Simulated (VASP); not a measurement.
# Ba3Ca4O7 in VASP: a series of runs

The runs below take Ba3Ca4O7 through single point, with PBE.

All numbers are computed with VASP 6.6.1; they aren't measurements. Logs are shortened: lines on timing, memory, paths and dates and some standing lists are left out, and cuts for length are marked.

## 1. The cell of the first run

The cell holds an amorphous packing of atoms, 14 atoms: a = 6.146 Å, b = 6.162 Å, c = 6.124 Å, α = 88.94°, β = 86.17°, γ = 89.12°.

## 2. Single point, PBE

Input file INCAR:

```
SYSTEM = Ba3Ca4O7
ALGO = Normal
EDIFF = 1E-6
ENCUT = 520
GGA = PE
ISIF = 2
ISMEAR = -1
ISYM = 0
LASPH = .TRUE.
LCHARG = .FALSE.
LREAL = .FALSE.
LWAVE = .FALSE.
NBANDS = 69
NELM = 60
PREC = Accurate
SIGMA = 0.1172
```

Input file KPOINTS:

```
k-points
0
G
  1 1 1
  0 0 0
```

Input file POSCAR:

```
Ba3Ca4O7
1.0
    6.1422690000      0.0463550000      0.2046950000
    0.0463550000      6.1618090000      0.0560510000
    0.2046950000      0.0560510000      6.1205050000
Ba O Ca
3 7 4
Direct
    0.8786839173      0.9264248577      0.7801391806
    0.2286331887      0.3932002316      0.6671421171
    0.2558192288      0.8250266028      0.3354472412
    0.1493559639      0.1468090874     -0.0419787608
   -0.0301790359      0.6145668990      0.4772100355
    0.6087522596      0.5902671287      0.1731455809
    0.0196533246      0.1866275735      0.4636404023
    0.5537331117     -0.0954562566      0.5620760083
    0.6244411280      0.1123001575      0.0360191663
    0.1168746977      0.6215143204      0.0038490018
    0.3631469072      0.3519085908      0.1433659176
    0.8766703588      0.3684464978      0.1556974737
    0.7838026847      0.8843202802      0.2898282860
    0.4185745257      0.8708562433      0.8825380462
```

Potentials or basis: VASP PAW PBE potentials, release 64 (Ba_sv, O, Ca_sv).

Launch:

```sh
> cat potpaw_PBE.64/Ba_sv/POTCAR potpaw_PBE.64/O/POTCAR potpaw_PBE.64/Ca_sv/POTCAR > POTCAR
> mpirun -np 1 vasp_gam > vasp.out
```

OUTCAR:

```text
SYSTEM = Ba3Ca4O7
   EDIFF = 1E-6
   ENCUT = 520
   GGA = PE
   ISIF = 2
   ISMEAR = -1
   ISYM = 0
   LASPH = .TRUE.
   LREAL = .FALSE.
   NELM = 60
   PREC = Accurate

 ion  position               nearest neighbor table
   1  0.879  0.926  0.780-   9 2.43   8 2.48   4 2.48   7 2.60   5 2.72  10 2.76  14 2.88  13 3.11
                            13 3.14  14 3.43   3 3.51  12 3.60   2 3.65   2 3.95   3 4.27
   2  0.229  0.393  0.667-   7 2.27   4 2.35   5 2.42  10 2.57  11 3.09  11 3.27   3 3.32  14 3.50
                            12 3.58   1 3.65  14 3.66  12 3.93   1 3.95   3 4.08
   3  0.256  0.825  0.335-   5 2.31   8 2.43  10 2.60   6 2.73   7 2.74  14 2.90  13 2.95   4 3.11
                            11 3.21  13 3.26   2 3.32   9 3.33  11 3.49   1 3.51  14 3.58  12 3.90
   4  0.149  0.147  0.958-  11 2.22   2 2.35  14 2.38  12 2.42   1 2.48   3 3.11
   5  0.970  0.615  0.477-   3 2.31  13 2.33   2 2.42   1 2.72
   6  0.609  0.590  0.173-  12 2.12  11 2.14  13 2.27   3 2.73
   7  0.020  0.187  0.464-   2 2.27  12 2.39   1 2.60   3 2.74
   8  0.554  0.905  0.562-  14 2.09  13 2.12   3 2.43   1 2.48
   9  0.624  0.112  0.036-  14 2.23  11 2.24  13 2.33  12 2.39   1 2.43   3 3.33
  10  0.117  0.622  0.004-  12 2.30  11 2.41  14 2.49   2 2.57   3 2.60   1 2.76
  11  0.363  0.352  0.143-   6 2.14   4 2.22   9 2.24  10 2.41  12 2.99   2 3.09  12 3.17   3 3.21
                             2 3.27   3 3.49
  12  0.877  0.368  0.156-   6 2.12  10 2.30   7 2.39   9 2.39   4 2.42  11 2.99  13 3.13  11 3.17
                             2 3.58   1 3.60   3 3.90   2 3.93
  13  0.784  0.884  0.290-   8 2.12   6 2.27   9 2.33   5 2.33   3 2.95   1 3.11  12 3.13   1 3.14
                             3 3.26
  14  0.419  0.871  0.883-   8 2.09   9 2.23   4 2.38  10 2.49   1 2.88   3 2.90   1 3.43   2 3.50
                             3 3.58   2 3.66

IMPORTANT INFORMATION: All symmetrisations will be switched off!
NOSYMM: (Re-)initialisation of all symmetry stuff for point group C_1.

----------------------------------------------------------------------------------------

                                     Primitive cell

  volume of cell :     231.3562

  direct lattice vectors                    reciprocal lattice vectors
     6.142269000  0.046355000  0.204695000     0.162996474 -0.001176725 -0.005440500
     0.046355000  6.161809000  0.056051000    -0.001176725  0.162312019 -0.001447083
     0.204695000  0.056051000  6.120505000    -0.005440500 -0.001447083  0.163580416

  length of vectors
     6.145853667  6.162238283  6.124183473     0.163091491  0.162322735  0.163677260

  position of ions in fractional coordinates (direct lattice)
     0.878683917  0.926424858  0.780139181
     0.228633189  0.393200232  0.667142117
     0.255819229  0.825026603  0.335447241
     0.149355964  0.146809087  0.958021239
     0.969820964  0.614566899  0.477210036
     0.608752260  0.590267129  0.173145581
     0.019653325  0.186627573  0.463640402
     0.553733112  0.904543743  0.562076008
     0.624441128  0.112300158  0.036019166
     0.116874698  0.621514320  0.003849002
     0.363146907  0.351908591  0.143365918
     0.876670359  0.368446498  0.155697474
     0.783802685  0.884320280  0.289828286
     0.418574526  0.870856243  0.882538046

  ion indices of the primitive-cell ions
   primitive index   ion index
                 1           1
                 2           2
                 3           3
                 4           4
                 5           5
                 6           6
                 7           7
                 8           8
                 9           9
                10          10
                11          11
                12          12
                13          13
                14          14

----------------------------------------------------------------------------------------

 KPOINTS: k-points

Automatic generation of k-mesh.
 Grid dimensions read from file:
 generate k-points for:    1    1    1

 Generating k-lattice:

  Cartesian coordinates                     Fractional coordinates (reciprocal lattice)
     0.162996474 -0.001176725 -0.005440500     1.000000000  0.000000000  0.000000000
    -0.001176725  0.162312019 -0.001447083    -0.000000000  1.000000000  0.000000000
    -0.005440500 -0.001447083  0.163580416     0.000000000 -0.000000000  1.000000000

  Length of vectors
     0.163091491  0.162322735  0.163677260

  Shift w.r.t. Gamma in fractional coordinates (k-lattice)
     0.000000000  0.000000000  0.000000000

 Subroutine IBZKPT returns following result:
 ===========================================

 Found      1 irreducible k-points:

 Following reciprocal coordinates:
            Coordinates               Weight
  0.000000  0.000000  0.000000      1.000000
   k-points           NKPTS =      1   k-points in BZ     NKDIM =      1   number of bands    NBANDS=     69
   number of dos      NEDOS =    301   number of ions     NIONS =     14
   total plane-waves  NPLWV = 110592
   dimension x,y,z NGX =    48 NGY =   48 NGZ =   48
   dimension x,y,z NGXF=    96 NGYF=   96 NGZF=   96
   ions per type =               3   7   4
   NGX,Y,Z   is equivalent  to a cutoff of  12.98, 12.95, 13.03 a.u.
   NGXF,Y,Z  is equivalent  to a cutoff of  25.97, 25.90, 26.06 a.u.
 SYSTEM =  Ba3Ca4O7
   PREC   = accura    normal or accurate (medium, high low for compatibility)
   ISTART =      0    job   : 0-new  1-cont  2-samecut
   ICHARG =      2    charge: 1-file 2-atom 10-const
   ISPIN  =      1    spin polarized calculation?
   LNONCOLLINEAR =      F non collinear calculations
   LSORBIT =      F    spin-orbit coupling
   LASPH  =      T    aspherical Exc in radial PAW
   ENCUT  =  520.0 eV  38.22 Ry    6.18 a.u.  11.43 11.46 11.39*2*pi/ulx,y,z
   NELM   =     60;   NELMIN=  2; NELMDL= -5     # of ELM steps
   EDIFF  = 0.1E-05   stopping-criterion for ELM
   LREAL  =      F    real-space projection
   EDIFFG = 0.1E-04   stopping-criterion for IOM
   NSW    =      0    number of steps for IOM
   IBRION =     -1    ionic relax: 0-MD 1-quasi-New 2-CG
   NFREE  =      0    steps in history (QN), initial steepest desc. (CG)
   ISIF   =      2    stress and relaxation
   ISYM   =      0    0-nonsym 1-usesym 2-fastsym
   POTIM  = 0.5000    time-step for ionic-motion
   TEBEG  =    0.0;   TEEND  =   0.0 temperature during run
   PSTRESS=    0.0 pullay stress
   NELECT =     112.0000    total number of electrons
   NUPDOWN=      -1.0000    fix difference up-down
   EMIN   =  10.00;   EMAX   =-10.00  energy-range for DOS
   EFERMI =   0.00;   METHOD = LEGACY
   ISMEAR =    -1;   SIGMA  =   0.12  broadening in eV -4-tet -1-fermi 0-gaus
   EFERMI_NEDOS =   21; number of points for ismear=-14 and -15
   IALGO  =     38    algorithm
   IMIX   =      4    mixing-type and parameters
     AMIX     =   0.40;   BMIX     =  1.00
     AMIX_MAG =   1.60;   BMIX_MAG =  1.00
  volume/ion in A,a.u.               =      16.53       111.52
  Fermi-wavevector in a.u.,A,eV,Ry     =   1.285446  2.429141 22.481875  1.652371
  Thomas-Fermi vector in A             =   2.417580
   LORBIT       =      0    0 simple, 1 ext, 2 COOP (PROOUT), +10 PAW based schemes
   GGA     = PE    functional components
   LHFCALC =     F    Hartree Fock is set to
   AEXX    =    0.0000 exact exchange contribution
   IVDW    =     0    specifies the selected vdW correction
   LEPSILON=     F    determine dielectric tensor
   LRPA    =     F    only Hartree local field effects (RPA)
 non-spin polarized calculation
  energy-cutoff  :      520.00
  volume of cell :      231.36
 maximum number of plane-waves:      3131
 NGX is ok and might be reduce to    48
   NGX = 23   NGY = 23   NGZ = 23

 number of electron     112.0000006 magnetization

 Free energy of the ion-electron system (eV)
  ---------------------------------------------------
  ext. energy  EPLUGINS =         0.00000000
  ---------------------------------------------------
  free energy    TOTEN  =       -77.71500930 eV

  energy without entropy =      -77.71494753  energy(sigma->0) =      -77.71497841

 E-fermi :   3.9453     XC(G=0):  -9.9724

 val. band max:        2.5302448002   @ k =   0.0000   0.0000   0.0000
 cond. band min:       5.2929801590   @ k =   0.0000   0.0000   0.0000
 fundamental gap:      2.7627353588
 Fermi energy:         3.9453367469

 k-point     1 :       0.0000    0.0000    0.0000
  band No.  band energies     occupation
      1     -36.3333      2.00000
      2     -36.1720      2.00000
      3     -35.7202      2.00000
      4     -35.2064      2.00000
      5     -23.2837      2.00000
      6     -22.9315      2.00000
[... 60 lines left out ...]
     67       8.2772      0.00000
     68       8.5272      0.00000
 [bands above 68 left out]

------------------------ aborting loop because EDIFF is reached ----------------------------------------

  FORCE on cell =-STRESS in cart. coord.  units (eV):
  Direction    XX          YY          ZZ          XY          YZ          ZX
  --------------------------------------------------------------------------------------
  -------------------------------------------------------------------------------------
  Total       25.5351903     18.7288527     31.0293734      2.4776000      1.9917795      0.7953042
  in kB      176.8351448    129.7002036    214.8832130     17.1577637     13.7933812      5.5076047
  external PRESSURE =     173.8061871 kB  Pullay stress =       0.0000000 kB

 VOLUME and BASIS-vectors are now :
 -----------------------------------------------------------------------------
  energy-cutoff  :      520.00
  volume of cell :      231.36
      direct lattice vectors                 reciprocal lattice vectors
     6.142269000  0.046355000  0.204695000     0.162996474 -0.001176725 -0.005440500
     0.046355000  6.161809000  0.056051000    -0.001176725  0.162312019 -0.001447083
     0.204695000  0.056051000  6.120505000    -0.005440500 -0.001447083  0.163580416

 POSITION                                       TOTAL-FORCE (eV/Angst)
 -----------------------------------------------------------------------------------
      5.59975      5.79291      5.00663         1.537310     -0.893010     -0.296193
      1.55911      2.47082      4.15209         1.686130      0.636037     -0.329409
      1.67822      5.11432      2.15172         0.304486      1.419795     -0.579445
      1.12029      0.96523      5.90237         0.414917     -1.184515      0.721370
      6.08307      3.85855      3.15373        -0.725259      0.838636      0.057370
      3.80192      3.67504      1.21743        -1.129454      1.375394     -0.597171
      0.22427      1.17686      2.85220        -0.397973     -2.105183     -1.843817
      3.55816      5.63080      3.60424        -0.981270      0.354953     -0.048134
      3.84806      0.72294      0.35457        -0.558335      0.020527      1.165951
      0.74747      3.83529      0.08232         0.799607      0.407839     -0.335020
      2.27620      2.19326      0.97153        -0.252605     -0.460247      0.255186
      5.43369      2.31966      1.15305         0.713777      0.367752      1.032545
      4.91465      5.50159      1.98390        -0.314730     -0.944559      0.111399
      2.79202      5.43492      5.53607        -1.096600      0.166580      0.685369
 -----------------------------------------------------------------------------------
    total drift:                               -0.000991      0.001156      0.000444

  FREE ENERGIE OF THE ION-ELECTRON SYSTEM (eV)
  ---------------------------------------------------
  free  energy   TOTEN  =       -77.7150092980 eV

  energy  without entropy=      -77.7149475313  energy(sigma->0) =      -77.71497841
```

It took 56 s on 1 thread of Intel Xeon 8259CL, shared host; peak memory 0.31 GiB.

Results:

| Property | Result |
| --- | --- |
| Free energy | -77.7150 eV |
| Pressure | 17.4 GPa |
| Largest force | 2.827 eV/Å |
| Band gap on the k mesh | 2.76 eV |

Forces in eV/Å, atoms in the order of the input:
```
Ba   1.537 -0.893 -0.296
Ba   1.686  0.636 -0.329
Ba   0.304  1.420 -0.579
O    0.415 -1.185  0.721
O   -0.725  0.839  0.057
O   -1.129  1.375 -0.597
O   -0.398 -2.105 -1.844
O   -0.981  0.355 -0.048
O   -0.558  0.021  1.166
O    0.800  0.408 -0.335
Ca  -0.253 -0.460  0.255
Ca   0.714  0.368  1.033
Ca  -0.315 -0.945  0.111
Ca  -1.097  0.167  0.685
```

Stress tensor (GPa, compression positive):
```
17.68  1.72  0.55
 1.72 12.97  1.38
 0.55  1.38 21.49
```

Caveat: the k points lie up to 1.03 Å⁻¹ apart; spin-orbit coupling is left out, which moves the levels of the heavy elements.

## 3. Single point, PBE

Input file INCAR:

```
PREC = Accurate
ENCUT = 520
EDIFF = 1E-6
ISMEAR = -1
SIGMA = 0.05
LREAL = False
LASPH = True
NELM = 60
ALGO = Normal
ISIF = 2
LWAVE = False
LCHARG = False
GGA = PE
ISYM = 0
NBANDS = 69
```

Input file KPOINTS:

```
Automatic mesh
0
Gamma
  1 1 1
```

Input file POSCAR:

```
Ba3Ca4O7
1.0
    6.1422690000      0.0463550000      0.2046950000
    0.0463550000      6.1618090000      0.0560510000
    0.2046950000      0.0560510000      6.1205050000
Ba O Ca
3 7 4
Direct
    0.8802508268      0.9106699429      0.8079021414
    0.2528491023      0.3804086105      0.6231464185
    0.2411780418      0.8767875790      0.3236087937
    0.1451517872      0.1738421323      0.9485196286
    0.9824444288      0.6486451425      0.4681506393
    0.6116448916      0.6581328527      0.1306714633
    0.0080773208      0.1643479870      0.4453385372
    0.4933191897      0.9776660808      0.5918812038
    0.6246344494      0.1403400961      0.0852474181
    0.1517147557      0.6484303893     -0.0246016340
    0.3631563832      0.4061727853      0.1091998640
    0.8781407298      0.3886473769      0.1929293268
    0.7390854500      0.8857803777      0.3376780230
    0.4005778795      0.9103597724      0.9076586222
```

Potentials or basis: VASP PAW PBE potentials, release 64 (Ba_sv, O, Ca_sv).

Launch:

```sh
> cat potpaw_PBE.64/Ba_sv/POTCAR potpaw_PBE.64/O/POTCAR potpaw_PBE.64/Ca_sv/POTCAR > POTCAR
> mpirun -np 1 vasp_gam > vasp.out
```

OUTCAR:

```text
PREC = Accurate
   ENCUT = 520
   EDIFF = 1E-6
   ISMEAR = -1
   LREAL = False
   LASPH = True
   NELM = 60
   ISIF = 2
   GGA = PE
   ISYM = 0

 ion  position               nearest neighbor table
   1  0.880  0.911  0.808-   4 2.52  10 2.56   9 2.65   5 2.69   7 2.77   8 2.82   6 2.93  14 2.97
                            13 3.07  14 3.30  13 3.30   3 3.59  12 3.81   2 3.83  12 3.95   3 3.98
   2  0.253  0.380  0.623-   7 2.36   4 2.41   5 2.54  10 2.77   8 2.87  11 3.10  11 3.18  14 3.49
                             3 3.54  12 3.61   3 3.64   1 3.83  14 3.88   1 4.09
   3  0.241  0.877  0.324-   5 2.26   7 2.36   8 2.43  10 2.67  14 2.67   6 2.83   4 2.99  13 3.07
[... 256 lines left out ...]
     6.142269000  0.046355000  0.204695000     0.162996474 -0.001176725 -0.005440500
     0.046355000  6.161809000  0.056051000    -0.001176725  0.162312019 -0.001447083
     0.204695000  0.056051000  6.120505000    -0.005440500 -0.001447083  0.163580416

 POSITION                                       TOTAL-FORCE (eV/Angst)
 -----------------------------------------------------------------------------------
      5.61432      5.69746      5.17600        -0.114410      0.070613      0.124147
      1.69826      2.39065      3.88705         0.592655      0.508518      0.528100
      1.58826      5.43192      2.07916         0.516695      0.546005      0.168756
      1.09378      1.13108      5.84487         0.128024     -0.075469      0.639571
      6.16033      4.06861      3.10278        -1.395691     -1.115779      0.405391
      3.81414      4.09097      0.96187        -0.261110     -0.809180     -0.338393
      0.14839      1.03802      2.73656        -0.905077      0.088061     -0.261364
      3.19657      6.08024      3.77839         0.551467     -0.146489     -0.704404
      3.86063      0.89848      0.65748        -0.144864      0.352455      0.399114
      1.16159      4.05721      6.03733        -0.027925     -0.163471     -0.385257
      2.27179      2.52571      0.76546         0.903525     -0.857186      0.131251
      5.45128      2.44629      1.38236        -0.218243      0.263992     -0.689731
      4.64984      5.51120      2.26770         0.001484      1.217052      0.089074
      2.68845      5.67891      5.68835         0.373469      0.120877     -0.106256
 -----------------------------------------------------------------------------------
    total drift:                                0.000384     -0.000703      0.000451

  FREE ENERGIE OF THE ION-ELECTRON SYSTEM (eV)
  ---------------------------------------------------
  free  energy   TOTEN  =       -78.9282801670 eV

  energy  without entropy=      -78.9282801670  energy(sigma->0) =      -78.92828017
```

It took 61 s on 1 thread of Intel Xeon 8259CL, shared host; peak memory 0.31 GiB.

What came out:

- Free energy: -78.9283 eV
- Pressure: 18.0 GPa
- Largest force: 1.832 eV/Å
- Band gap on the k mesh: 3.00 eV

Forces on the atoms (eV/Å):
```
Ba  -0.114  0.071  0.124
Ba   0.593  0.509  0.528
Ba   0.517  0.546  0.169
O    0.128 -0.075  0.640
O   -1.396 -1.116  0.405
O   -0.261 -0.809 -0.338
O   -0.905  0.088 -0.261
O    0.551 -0.146 -0.704
O   -0.145  0.352  0.399
O   -0.028 -0.163 -0.385
Ca   0.904 -0.857  0.131
Ca  -0.218  0.264 -0.690
Ca   0.001  1.217  0.089
Ca   0.373  0.121 -0.106
```

Caveat: the k points lie up to 1.03 Å⁻¹ apart; spin-orbit coupling is left out, which moves the levels of the heavy elements.

(Continued in part 2 of 2.)
